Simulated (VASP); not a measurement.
Re, 2 atoms in the cell. The structure is hexagonal, space group P6_3/mmc (No. 194). Conventional cell: a = 2.568 Å, b = 2.568 Å, c = 4.106 Å, α = 90.00°, β = 90.00°, γ = 120.00°. Within 3.3 Å of Re (site symmetry -6m2) lie 12 Re at 2.53 to 2.57 Å.  This cell differs from its parent crystal: volume scaled by 0.96.

```yaml
Program: VASP 6.6.1
Task: single point
Functional: PBE
Potentials_or_basis: VASP PAW PBE potentials, release 64 (Re)
Cutoff: 520 eV
k_mesh: 14 × 14 × 8
Occupations: fermi-dirac, width 0.05 eV
Spin: no spin polarisation
Dipole_correction: no
Further_INCAR_settings: ALGO = Normal; EDIFF = 1e-06; NBANDS = 14
```

Potentials or basis: VASP PAW PBE potentials, release 64 (Re).

Run with:

```bash
$ cat potpaw_PBE.64/Re/POTCAR > POTCAR
$ mpirun -np 1 vasp_std > vasp.out
```

Hardware: 1 thread of Intel(R) Xeon(R) Platinum 8375C CPU @ 2.90GHz (Ice Lake) (shared host).

Q: How long does it take, and how much memory?

A: It took 54 s on 1 thread of Intel(R) Xeon(R) Platinum 8375C CPU @ 2.90GHz (Ice Lake), with other jobs on the host, peak memory 0.16 GiB. Counts: scf iterations 12, k points 120.
